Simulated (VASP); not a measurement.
A run of VASP 6.6.1 is set up as follows.

The input INCAR:

```
SYSTEM = K
ALGO     = Normal         ! electronic algorithm
EDIFF    = 1E-7           ! SCF threshold, eV
ENCUT    = 520            ! plane-wave cutoff, eV
GGA      = PS             ! functional
ISIF     = 2              ! what is computed and relaxed
ISMEAR   = 0              ! smearing method
LASPH    = .True.         ! aspherical terms in the spheres
LCHARG   = .False.        ! write CHGCAR
LREAL    = .False.        ! projectors in reciprocal space
LWAVE    = .False.        ! write WAVECAR
NBANDS   = 10             ! bands
NELM     = 60             ! most SCF steps
PREC     = Accurate       ! precision mode
SIGMA    = 0.1            ! smearing width, eV
```

KPOINTS

```
k-points
0
Gamma
  12 12 12
  0 0 0
```

The input POSCAR:

```
K
1.0
    0.0000000000      3.4828089283      3.4828089283
    3.4828089283      0.0000000000      3.4828089283
    3.4828089283      3.4828089283      0.0000000000
K
1
Direct
    0.0000000000      0.0000000000      0.0000000000
```

Potentials or basis: VASP PAW PBE potentials, release 64 (K_sv).

Launch:

```bash
$ cat potpaw_PBE.64/K_sv/POTCAR > POTCAR
$ mpirun -np 1 vasp_std > vasp.out
```

Task: Estimate the band gap on the k mesh.

Result: Zero (an odd number of electrons rules out a gap without spin polarisation).

Task: What does it give for the pressure?

Result: -0.5 GPa.

Caveat: the cell differs from its parent crystal (strained); the PAW data sets were made with another functional, which shifts forces and pressure a little.
